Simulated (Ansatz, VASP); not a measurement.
## RbBr in VASP and in Ansatz

The input INCAR:

```
PREC = Accurate ; ENCUT = 520
EDIFF = 1E-8 ; ISMEAR = -1
SIGMA = 0.02 ; LREAL = False
LASPH = True ; NELM = 80
ALGO = Normal ; ISIF = 2
LWAVE = False ; LCHARG = False
GGA = PS ; LEFG = True
ISYM = 0 ; NBANDS = 15
```

File KPOINTS:

```
Automatic mesh
0
Gamma
  7 7 7
```

File POSCAR:

```
RbBr
1.0
    0.0000000000      3.4559503595      3.4559503595
    3.4559503595      0.0000000000      3.4559503595
    3.4559503595      3.4559503595      0.0000000000
Rb Br
1 1
Direct
    0.0000000000      0.0000000000      0.0000000000
    0.5000000000      0.5000000000      0.5000000000
```

Input for Ansatz:

```yaml
crystal:
  lattice:
    - [0.0, 3.4559503595, 3.4559503595]
    - [3.4559503595, 0.0, 3.4559503595]
    - [3.4559503595, 3.4559503595, 0.0]
  atoms:
    - { symbol: Rb, position: [0.0, 0.0, 0.0] }
    - { symbol: Br, position: [0.5, 0.5, 0.5] }
  symmetry: { detect: false }
kpoints:
  mp_grid: { grid: [7, 7, 7] }
scf:
  occupations: { method: fermi_dirac, width: 0.02 }
hamiltonian:
  xc: pbesol
  pseudopotentials: { kind: paw }
output:
  forces: true
  stress: true
  populations: true
  efg:
    quadrupole_moments_barn: { Rb: 0.1335, Br: 0.2579 }
    contact_densities: true
```

Alike in both runs: task electric field gradients; functional PBEsol; k mesh 7 × 7 × 7; occupations fermi-dirac, width 0.02 eV; no spin polarisation.

|  | VASP | Ansatz |
| --- | --- | --- |
| version | VASP 6.6.1 | Ansatz 0.2.0 |
| potentials or method | VASP PAW PBE potentials, release 64 (Rb_sv, Br) | plane-wave PAW, scalar-relativistic |
| plane-wave cutoff (eV) | 520 | 420 |
| valence electrons in the cell | 16 | 16 |

Ansatz gave:

```
gap on the k mesh at the Fermi level (eV) : 4.16
pressure (GPa)                            : -0.4
```

Task: What did VASP give for the same quantities?

Result: gap on the k mesh at the Fermi level (eV): 4.16; pressure (GPa): -0.3.

VASP's potentials were made for PBE, not for PBEsol.
